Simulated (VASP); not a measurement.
Here is a VASP 6.6.1 calculation.

INCAR

```
PREC = Accurate ; ENCUT = 520
EDIFF = 1E-6 ; ISMEAR = -1
SIGMA = 0.05 ; LREAL = F
LASPH = T ; NELM = 80
ALGO = Normal ; ISIF = 2
LWAVE = F ; LCHARG = F
GGA = PS ; NBANDS = 16
```

Contents of KPOINTS:

```
Automatic mesh
0
Gamma
  13 13 11
```

Contents of POSCAR:

```
NbB2
1.0
    3.0860000000      0.0000000000      0.0000000000
   -1.5430000000      2.6725544000      0.0000000000
    0.0000000000      0.0000000000      3.4162000000
Nb B
1 2
Direct
    0.0000000000      0.0000000000      0.0000000000
    0.3333333333      0.6666666667      0.5000000000
    0.6666666667      0.3333333333      0.5000000000
```

Potentials or basis: VASP PAW PBE potentials, release 64 (Nb_sv, B).

Command:

```console
$ cat potpaw_PBE.64/Nb_sv/POTCAR potpaw_PBE.64/B/POTCAR > POTCAR
$ mpirun -np 1 vasp_std > vasp.out
```

Task: Predict the pressure.

Result: -8.2 GPa.

Stress tensor (GPa, compression positive):
```
 -4.82   0.00   0.00
  0.00  -4.82   0.00
  0.00   0.00 -15.04
```

Caveat: the PAW data sets were made with another functional, which shifts forces and pressure a little.
